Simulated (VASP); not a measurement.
Input of a VASP 6.6.1 run:

File INCAR:

```
SYSTEM = Nb
PREC = Accurate ; ENCUT = 520
EDIFF = 1E-6 ; ISMEAR = -1
SIGMA = 0.05 ; LREAL = .FALSE.
LASPH = .TRUE. ; NELM = 100
ALGO = Fast ; ISIF = 2
LWAVE = .FALSE. ; LCHARG = .FALSE.
GGA = PE ; NBANDS = 12
```

Contents of KPOINTS:

```
regular mesh
0
G
  11 11 11
  0 0 0
```

The input POSCAR:

```
Nb
1.0
   -1.6639500000      1.6639500000      1.6639500000
    1.6639500000     -1.6639500000      1.6639500000
    1.6639500000      1.6639500000     -1.6639500000
Nb
1
Direct
    0.0000000000      0.0000000000      0.0000000000
```

Potentials or basis: VASP PAW PBE potentials, release 64 (Nb_sv).

Launch:

```bash
$ cat potpaw_PBE.64/Nb_sv/POTCAR > POTCAR
$ mpirun -np 1 vasp_std > vasp.out
```

Q: Estimate the pressure.

A: -2.4 GPa.
